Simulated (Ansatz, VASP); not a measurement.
# Re: VASP beside Ansatz

```
Re
1.0
    -0.03950    1.95525    1.95525
     1.95525   -0.03950    1.95525
     1.95525    1.95525   -0.03950
Re
1
Direct
  0.00000 0.00000 0.00000
```

Change from the starting cell: equal xy, yz and zx shear strains of -2 %, crystal datasets.

Alike in both runs: task electric field gradients; functional PBEsol; k mesh 14 × 14 × 14; occupations fermi-dirac, width 0.05 eV; no spin polarisation.

|  | VASP | Ansatz |
| --- | --- | --- |
| version | VASP 6.6.1 | Ansatz 0.2.0 |
| potentials or method | VASP PAW PBE potentials, release 64 (Re), cutoff 520 eV | all-electron PAW with datasets made for the crystal, scalar-relativistic |

Ansatz gave:

```
pressure (GPa)                                                : -18.0
traceless stress, the component that is largest in VASP (GPa) : 3.23
size of Vzz on the site where it differs most (V/Å²)          : 55.1
```

Task: Estimate VASP's values.

Result: Pressure (GPa): -18.5; traceless stress, the component that is largest in VASP (GPa): 3.19; size of Vzz on the site where it differs most (V/Å²): 63.7.

VASP's potentials were made for PBE, not for PBEsol. Ansatz ran all-electron here, and VASP with PAW potentials.

Spin-orbit coupling is off throughout.
